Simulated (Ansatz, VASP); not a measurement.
**BeS in VASP and in Ansatz**

```
CELL_PARAMETERS angstrom
3.46216 0.00000 0.00000
-1.73108 2.99832 0.00000
0.00000 0.00000 6.99243
ATOMIC_POSITIONS crystal
Be 0.33333 0.66667 0.25000
Be 0.66667 0.33333 0.75000
S 0.66667 0.33333 0.25000
S 0.33333 0.66667 0.75000
```

Alike in both runs: task single point; functional PBE; k mesh 12 × 12 × 4; occupations fermi-dirac, width 0.02 eV; no spin polarisation.

```csv
,VASP,Ansatz
version,VASP 6.6.1,Ansatz 0.2.0
potentials or method,"VASP PAW PBE potentials, release 64 (Be, S)","plane waves, PAW"
plane-wave cutoff (eV),520,420
valence electrons in the cell,16,16
```

```tsv
	VASP	Ansatz	Ansatz less VASP
gap on the k mesh at the Fermi level (eV)	3.94	3.91	-0.022
pressure (GPa)	0.5	0.5	+0.02
traceless stress, the component that is largest in VASP (GPa)	0.03	0.06	+0.027
```
